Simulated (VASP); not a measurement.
Here is a VASP 6.6.1 calculation.

Contents of INCAR:

```
SYSTEM = CaIrN2
  PREC = Accurate
  ENCUT = 520
  EDIFF = 1E-6
  ISMEAR = 1
  SIGMA = 0.1
  LREAL = .False.
  LASPH = .True.
  NELM = 80
  ALGO = Normal
  ISIF = 2
  LWAVE = .False.
  LCHARG = .False.
  GGA = PS
  NBANDS = 22
```

KPOINTS

```
Automatic mesh
0
Gamma
  8 8 8
  0 0 0
```

POSCAR

```
CaIrN2
1.0
    1.6262622095      0.9389229244      4.9303625658
   -1.6262622095      0.9389229244      4.9303625658
    0.0000000000     -1.8778458489      4.9303625658
Ca Ir N
1 1 2
Direct
    0.0000000000      0.0000000000      0.0000000000
    0.5000000000      0.5000000000      0.5000000000
    0.7691371291      0.7691371291      0.7691371291
    0.2308628709      0.2308628709      0.2308628709
```

Potentials or basis: VASP PAW PBE potentials, release 64 (Ca_sv, Ir, N).

Run with:

```console
$ cat potpaw_PBE.64/Ca_sv/POTCAR potpaw_PBE.64/Ir/POTCAR potpaw_PBE.64/N/POTCAR > POTCAR
$ mpirun -np 1 vasp_std > vasp.out
```

Predict the largest force.

0.072 eV/Å.

What does it give for the pressure?

1.5 GPa.

Forces in eV/Å, atoms in the order of the input:
```
Ca   0.000  0.000  0.000
Ir   0.000  0.000  0.000
N    0.000  0.000 -0.072
N    0.000  0.000  0.072
```

Caveat: the PAW data sets were made with another functional, which shifts forces and pressure a little; an odd number of electrons without spin polarisation forces a metal; a magnetic or distorted state may lie lower.
